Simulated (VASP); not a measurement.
# MgI2 (P-3m1) in VASP: electric field gradients with r2SCAN

Aim: the electric field gradients of MgI2 with r2SCAN.

All numbers are computed with VASP 6.6.1; they aren't measurements. Logs are shortened: lines on timing, memory, paths and dates and some standing lists are left out, and cuts for length are marked.

## (1) The cell of the first run

It takes space group P-3m1 (No. 164, trigonal). Conventional cell: a = 4.196 Å, b = 4.196 Å, c = 7.106 Å, α = 90.00°, β = 90.00°, γ = 120.00°. Mg (site symmetry -3m) has 6 I at 2.94 Å within 3.9 Å. Within 3.9 Å of I (site symmetry 3m) lie 3 Mg at 2.94 Å.

## (2) Electric field gradients, r2SCAN

POSCAR reads:

```
MgI2
1.0
    4.1956845299      0.0000000000      0.0000000000
   -2.0978422650      3.6335693892      0.0000000000
    0.0000000000      0.0000000000      7.1057269300
Mg I
1 2
Direct
    0.0000000000      0.0000000000      0.0000000000
    0.3333333333      0.6666666667      0.2340768500
    0.6666666667      0.3333333333      0.7659231500
```

INCAR.step1 reads:

```
SYSTEM = MgI2
ALGO     = Normal         ! electronic algorithm
EDIFF    = 1E-4           ! SCF threshold, eV
ENCUT    = 520            ! plane-wave cutoff, eV
GGA      = PE             ! functional
ISMEAR   = -1             ! smearing method
LASPH    = .True.         ! aspherical terms in the spheres
LCHARG   = .False.        ! write CHGCAR
LREAL    = .False.        ! projectors in reciprocal space
LWAVE    = .True.         ! write WAVECAR
NBANDS   = 15             ! bands
NELM     = 100            ! most SCF steps
PREC     = Accurate       ! precision mode
SIGMA    = 0.01           ! smearing width, eV
```

INCAR.step2 reads:

```
SYSTEM = MgI2
ALGO     = Normal         ! electronic algorithm
EDIFF    = 1E-8           ! SCF threshold, eV
ENCUT    = 520            ! plane-wave cutoff, eV
ISIF     = 2              ! what is computed and relaxed
ISMEAR   = -1             ! smearing method
ISTART   = 1            
LASPH    = .True.         ! aspherical terms in the spheres
LCHARG   = .False.        ! write CHGCAR
LEFG     = .True.       
LMIXTAU  = .True.       
LREAL    = .False.        ! projectors in reciprocal space
LWAVE    = .False.        ! write WAVECAR
METAGGA  = R2SCAN         ! meta-GGA
NBANDS   = 15             ! bands
NELM     = 100            ! most SCF steps
PREC     = Accurate       ! precision mode
SIGMA    = 0.01           ! smearing width, eV
```

KPOINTS reads:

```
k-points
0
Gamma
  7 7 4
  0 0 0
```

Potentials or basis: VASP PAW PBE potentials, release 64 (Mg, I).

On the command line:

```console
$ cat potpaw_PBE.64/Mg/POTCAR potpaw_PBE.64/I/POTCAR > POTCAR
$ cp INCAR.step1 INCAR
$ mpirun -np 1 vasp_std > vasp.out
$ cp INCAR.step2 INCAR
$ mpirun -np 1 vasp_std > vasp.out
```

OUTCAR:

```text
SYSTEM = MgI2
   EDIFF = 1E-8
   ENCUT = 520
   ISIF = 2
   ISMEAR = -1
   ISTART = 1
   LASPH = .True.
   LREAL = .False.
   METAGGA = R2SCAN
   NELM = 100
   PREC = Accurate

 ion  position               nearest neighbor table
   1  0.000  0.000  0.000-   2 2.94   3 2.94   3 2.94   2 2.94   3 2.94   2 2.94
   2  0.333  0.667  0.234-   1 2.94   1 2.94   1 2.94
   3  0.667  0.333  0.766-   1 2.94   1 2.94   1 2.94

  LATTYP: Found a hexagonal cell.
 ALAT       =     4.1956845299
 C/A-ratio  =     1.6935798865

  Lattice vectors:

 A1 = (   4.1956845299,   0.0000000000,   0.0000000000)
 A2 = (  -2.0978422650,   3.6335693892,   0.0000000000)
 A3 = (   0.0000000000,   0.0000000000,   7.1057269300)

Analysis of symmetry for initial positions (statically):
=====================================================================
 Subroutine PRICEL returns:
 Original cell was already a primitive cell.

 Routine SETGRP: Setting up the symmetry group for a
 hexagonal supercell.

 Subroutine GETGRP returns: Found 12 space group operations
 (whereof 12 operations were pure point group operations)
 out of a pool of 24 trial point group operations.

The static configuration has the point symmetry D_3d.

Analysis of symmetry for dynamics (positions and initial velocities):
=====================================================================
 Subroutine PRICEL returns:
 Original cell was already a primitive cell.

 Routine SETGRP: Setting up the symmetry group for a
 hexagonal supercell.

 Subroutine GETGRP returns: Found 12 space group operations
 (whereof 12 operations were pure point group operations)
 out of a pool of 24 trial point group operations.

The dynamic configuration has the point symmetry D_3d.

 Subroutine INISYM returns: Found 12 space group operations
 (whereof 12 operations are pure point group operations),
 and found     1 'primitive' translations

----------------------------------------------------------------------------------------

                                     Primitive cell

  volume of cell :     108.3290

  direct lattice vectors                    reciprocal lattice vectors
     4.195684530  0.000000000  0.000000000     0.238340131  0.137605739  0.000000000
    -2.097842265  3.633569389  0.000000000     0.000000000  0.275211477  0.000000000
     0.000000000  0.000000000  7.105726930     0.000000000  0.000000000  0.140731555

  length of vectors
     4.195684530  4.195684530  7.105726930     0.275211477  0.275211477  0.140731555

  position of ions in fractional coordinates (direct lattice)
     0.000000000  0.000000000  0.000000000
     0.333333333  0.666666667  0.234076850
     0.666666667  0.333333333  0.765923150

  ion indices of the primitive-cell ions
   primitive index   ion index
                 1           1
                 2           2
                 3           3

----------------------------------------------------------------------------------------

 KPOINTS: k-points

Automatic generation of k-mesh.
 Grid dimensions read from file:
 generate k-points for:    7    7    4

 Generating k-lattice:

  Cartesian coordinates                     Fractional coordinates (reciprocal lattice)
     0.034048590  0.019657963  0.000000000     0.142857143 -0.000000000  0.000000000
     0.000000000  0.039315925  0.000000000     0.000000000  0.142857143  0.000000000
     0.000000000  0.000000000  0.035182889     0.000000000  0.000000000  0.250000000

  Length of vectors
     0.039315925  0.039315925  0.035182889

  Shift w.r.t. Gamma in fractional coordinates (k-lattice)
     0.000000000  0.000000000  0.000000000

 Subroutine IBZKPT returns following result:
 ===========================================

 Found     28 irreducible k-points:

 Following reciprocal coordinates:
            Coordinates               Weight
  0.000000  0.000000  0.000000      1.000000
  0.142857  0.000000  0.000000      6.000000
  0.285714  0.000000  0.000000      6.000000
  0.428571  0.000000  0.000000      6.000000
  0.142857  0.142857  0.000000      6.000000
  0.285714  0.142857  0.000000     12.000000
[... 16 lines left out ...]
  0.285714  0.000000  0.500000      6.000000
  0.428571  0.000000  0.500000      6.000000
 [... further k-points ...]
   k-points           NKPTS =     28   k-points in BZ     NKDIM =     28   number of bands    NBANDS=     15
   number of dos      NEDOS =    301   number of ions     NIONS =      3
   total plane-waves  NPLWV =  55296
   dimension x,y,z NGX =    32 NGY =   32 NGZ =   54
   dimension x,y,z NGXF=    64 NGYF=   64 NGZF=  108
   ions per type =               1   2
   NGX,Y,Z   is equivalent  to a cutoff of  12.68, 12.68, 12.63 a.u.
   NGXF,Y,Z  is equivalent  to a cutoff of  25.36, 25.36, 25.27 a.u.
 SYSTEM =  MgI2
   PREC   = accura    normal or accurate (medium, high low for compatibility)
   ISTART =      1    job   : 0-new  1-cont  2-samecut
   ICHARG =      0    charge: 1-file 2-atom 10-const
   ISPIN  =      1    spin polarized calculation?
   LNONCOLLINEAR =      F non collinear calculations
   LSORBIT =      F    spin-orbit coupling
   LASPH  =      T    aspherical Exc in radial PAW
   ENCUT  =  520.0 eV  38.22 Ry    6.18 a.u.   7.80  7.80 13.21*2*pi/ulx,y,z
   NELM   =    100;   NELMIN=  2; NELMDL=  0     # of ELM steps
   EDIFF  = 0.1E-07   stopping-criterion for ELM
   LREAL  =      F    real-space projection
   EDIFFG = 0.1E-06   stopping-criterion for IOM
   NSW    =      0    number of steps for IOM
   IBRION =     -1    ionic relax: 0-MD 1-quasi-New 2-CG
   NFREE  =      0    steps in history (QN), initial steepest desc. (CG)
   ISIF   =      2    stress and relaxation
   ISYM   =      2    0-nonsym 1-usesym 2-fastsym
   POTIM  = 0.5000    time-step for ionic-motion
   TEBEG  =    0.0;   TEEND  =   0.0 temperature during run
   PSTRESS=    0.0 pullay stress
   NELECT =      16.0000    total number of electrons
   NUPDOWN=      -1.0000    fix difference up-down
   EMIN   =  10.00;   EMAX   =-10.00  energy-range for DOS
   EFERMI =   0.00;   METHOD = LEGACY
   ISMEAR =    -1;   SIGMA  =   0.01  broadening in eV -4-tet -1-fermi 0-gaus
   EFERMI_NEDOS =   21; number of points for ismear=-14 and -15
   IALGO  =     38    algorithm
   IMIX   =      4    mixing-type and parameters
     AMIX     =   0.40;   BMIX     =  1.00
     AMIX_MAG =   1.60;   BMIX_MAG =  1.00
  volume/ion in A,a.u.               =      36.11       243.68
  Fermi-wavevector in a.u.,A,eV,Ry     =   0.865366  1.635305 10.188839  0.748859
  Thomas-Fermi vector in A             =   1.983599
   LORBIT       =      0    0 simple, 1 ext, 2 COOP (PROOUT), +10 PAW based schemes
   METAGGA = R2SCAN    functional components
   LHFCALC =     F    Hartree Fock is set to
   AEXX    =    0.0000 exact exchange contribution
   IVDW    =     0    specifies the selected vdW correction
   LEPSILON=     F    determine dielectric tensor
   LRPA    =     F    only Hartree local field effects (RPA)
 non-spin polarized calculation
  energy-cutoff  :      520.00
  volume of cell :      108.33
 maximum number of plane-waves:      2961
 NGX is ok and might be reduce to    32
   NGX = 15   NGY = 15   NGZ = 27

 number of electron      15.9999999 magnetization

 Free energy of the ion-electron system (eV)
  ---------------------------------------------------
  ext. energy  EPLUGINS =         0.00000000
  ---------------------------------------------------
  free energy    TOTEN  =       -56.93671727 eV

  energy without entropy =      -56.93671727  energy(sigma->0) =      -56.93671727

 E-fermi :   1.6276     XC(G=0):  -8.2954

 val. band max:        1.4346461104   @ k =   0.0000   0.0000   0.0000
 cond. band min:       5.6666540076   @ k =   0.0000   0.4286   0.2500
 fundamental gap:      4.2320078972
 Fermi energy:         1.6275885705

 k-point     1 :       0.0000    0.0000    0.0000
  band No.  band energies     occupation
      1     -10.7911      2.00000
      2     -10.1154      2.00000
      3      -1.8146      2.00000
      4       1.0596      2.00000
      5       1.0596      2.00000
      6       1.4196      2.00000
      7       1.4196      2.00000
      8       1.4346      2.00000
      9       5.9210      0.00000
     10       6.9438      0.00000
     11       8.7506      0.00000
     12       8.7506      0.00000
     13       9.5098      0.00000
     14      10.2423      0.00000
     15      10.2423      0.00000

 k-point     2 :       0.1429    0.0000    0.0000
  band No.  band energies     occupation
      1     -10.6876      2.00000
      2     -10.0611      2.00000
      3      -1.6812      2.00000
      4       0.3238      2.00000
      5       0.8033      2.00000
      6       0.8287      2.00000
      7       1.3813      2.00000
      8       1.3936      2.00000
      9       6.5959      0.00000
     10       7.5192      0.00000
     11       8.2093      0.00000
     12       9.0713      0.00000
     13       9.4837      0.00000
     14      10.1910      0.00000
     15      10.5748      0.00000
[... 365 lines left out ...]
      3      -1.4014      2.00000
      4      -0.8689      2.00000
      5       0.3099      2.00000
      6       0.5470      2.00000
      7       0.7084      2.00000
      8       1.0752      2.00000
      9       6.2774      0.00000
     10       7.6450      0.00000
     11       8.4602      0.00000
     12       9.1271      0.00000
     13       9.6308      0.00000
     14      10.7215      0.00000
     15      11.1358      0.00000

 k-point    24 :       0.4286    0.0000    0.5000
  band No.  band energies     occupation
      1     -10.1016      2.00000
      2      -9.9403      2.00000
      3      -1.9695      2.00000
      4      -1.4685      2.00000
      5       0.3073      2.00000
      6       0.3412      2.00000
      7       0.7612      2.00000
      8       0.9040      2.00000
      9       5.7251      0.00000
     10       7.3564      0.00000
     11       7.9378      0.00000
     12       8.3306      0.00000
     13       9.7862      0.00000
     14      11.9580      0.00000
     15      12.1680      0.00000

 [... further k-points ...]
[... 5 lines left out ...]
  --------------------------------------------------------------------------------------
  -------------------------------------------------------------------------------------
  Total       -0.1569659     -0.1569659     -0.0352682      0.0000000     -0.0000000      0.0000000
  in kB       -2.3215123     -2.3215123     -0.5216134      0.0000000     -0.0000000      0.0000000
  external PRESSURE =      -1.7215460 kB  Pullay stress =       0.0000000 kB

 VOLUME and BASIS-vectors are now :
 -----------------------------------------------------------------------------
  energy-cutoff  :      520.00
  volume of cell :      108.33
      direct lattice vectors                 reciprocal lattice vectors
     4.195684530  0.000000000  0.000000000     0.238340131  0.137605739  0.000000000
    -2.097842265  3.633569389  0.000000000     0.000000000  0.275211477  0.000000000
     0.000000000  0.000000000  7.105726930     0.000000000  0.000000000  0.140731555

 POSITION                                       TOTAL-FORCE (eV/Angst)
 -----------------------------------------------------------------------------------
      0.00000      0.00000      0.00000         0.000000      0.000000      0.000000
     -0.00000      2.42238      1.66329        -0.000000     -0.000000     -0.029171
      2.09784      1.21119      5.44244         0.000000      0.000000      0.029171
 -----------------------------------------------------------------------------------
    total drift:                               -0.000000      0.000000     -0.000000

  FREE ENERGIE OF THE ION-ELECTRON SYSTEM (eV)
  ---------------------------------------------------
  free  energy   TOTEN  =       -56.9367172691 eV

  energy  without entropy=      -56.9367172690  energy(sigma->0) =      -56.93671727

 Electric field gradients (V/A^2)
---------------------------------------------------------------------
 ion       V_xx      V_yy      V_zz      V_xy      V_xz      V_yz
---------------------------------------------------------------------
   1      -0.252    -0.252     0.504    -0.000     0.000    -0.000
   2      26.052    26.052   -52.104    -0.000    -0.000     0.000
   3      26.052    26.052   -52.104    -0.000    -0.000     0.000
---------------------------------------------------------------------

 Electric field gradients after diagonalization (V/A^2)
 (convention: |V_zz| > |V_xx| > |V_yy|)
----------------------------------------------------------------------
 ion       V_xx      V_yy      V_zz     asymmetry (V_yy - V_xx)/ V_zz
----------------------------------------------------------------------
   1      -0.252    -0.252     0.504       0.000
   2      26.052    26.052   -52.104       0.000
   3      26.052    26.052   -52.104       0.000
----------------------------------------------------------------------

           NMR quadrupolar parameters

 Cq : quadrupolar parameter    Cq=e*Q*V_zz/h
 eta: asymmetry parameters     (V_yy - V_xx)/ V_zz
 Q  : nuclear electric quadrupole moment in mb (millibarn)
----------------------------------------------------------------------
 ion       Cq(MHz)       eta       Q (mb)
----------------------------------------------------------------------
   1       0.001       0.000       1.000
   2      -0.126       0.000       1.000
   3      -0.126       0.000       1.000
----------------------------------------------------------------------
```

It took 4.9 min on 1 thread of AMD EPYC 7R43 (Zen 3), shared host; peak memory 0.22 GiB.

What came out:

```yaml
Free_energy: -56.9367 eV
Pressure: -0.2 GPa
Largest_force: 0.029 eV/Å
Band_gap_on_the_k_mesh: 4.23 eV, indirect (least direct gap 4.49 eV)
```

Forces on the atoms (eV/Å):
```
Mg   0.000  0.000  0.000
I    0.000  0.000 -0.029
I    0.000  0.000  0.029
```

Stress tensor (GPa, compression positive):
```
-0.23  0.00  0.00
 0.00 -0.23  0.00
 0.00  0.00 -0.05
```

Levels at points of the mesh, in eV from the valence-band top:
```
           k point  band 5  band 6  band 7  band 8  band 9  band 10  band 11  band 12
(0.00, 0.00, 0.00)   -0.38   -0.02   -0.02    0.00    4.49     5.51     7.32     7.32
(0.00, 0.00, 0.50)   -0.31   -0.31   -0.08   -0.08    5.33     5.58     7.18     7.18
```

Electric field gradients, principal values (V/Å²):
```
atom   least  middle  greatest (by size)
1 Mg  -0.252  -0.252               0.504
 2 I  26.052  26.052             -52.104
 3 I  26.052  26.052             -52.104
```

Caveat: without QUAD_EFG the Cq values of the log hold for a quadrupole moment of 1 mb, not for the nuclei; the PAW data sets were made with another functional, which shifts forces and pressure a little; spin-orbit coupling is left out, which moves the levels of the heavy elements. r2SCAN opens gaps a little over a GGA but as a rule still falls short of measured ones.
